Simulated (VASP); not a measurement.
A run of VASP 6.6.1 is set up as follows.

File INCAR:

```
PREC = Accurate
ENCUT = 520
EDIFF = 1E-6
ISMEAR = -1
SIGMA = 0.05
LREAL = F
LASPH = T
NELM = 100
ALGO = Normal
ISIF = 2
LWAVE = F
LCHARG = F
GGA = CA
NBANDS = 18
```

Contents of KPOINTS:

```
Automatic mesh
0
Gamma
  8 1 6
```

POSCAR

```
P
1.0
    3.3054748950      0.0000000000      0.0000000000
    0.0000000000     35.0878789824      0.0000000000
    0.0000000000      0.0000000000      4.6627616617
P
4
Direct
    0.5000000000      0.9702614300      0.9078492800
    0.5000000000      0.0297385700      0.0921507200
    0.0000000000      0.0297385700      0.4078492800
    0.0000000000      0.9702614300      0.5921507200
```

Potentials or basis: VASP PAW LDA potentials, release 64 (P).

Run with:

```console
$ cat potpaw_LDA.64/P/POTCAR > POTCAR
$ mpirun -np 1 vasp_std > vasp.out
```

Problem. Estimate the largest force.

Solution. 0.191 eV/Å.

Problem. What does it give for the band gap on the k mesh?

Solution. 0.86 eV.

Forces on the atoms (eV/Å):
```
P    0.000  0.188  0.033
P    0.000 -0.188 -0.033
P    0.000 -0.188  0.033
P    0.000  0.188 -0.033
```

Caveat: there is no dipole correction, which matters where the two faces differ.
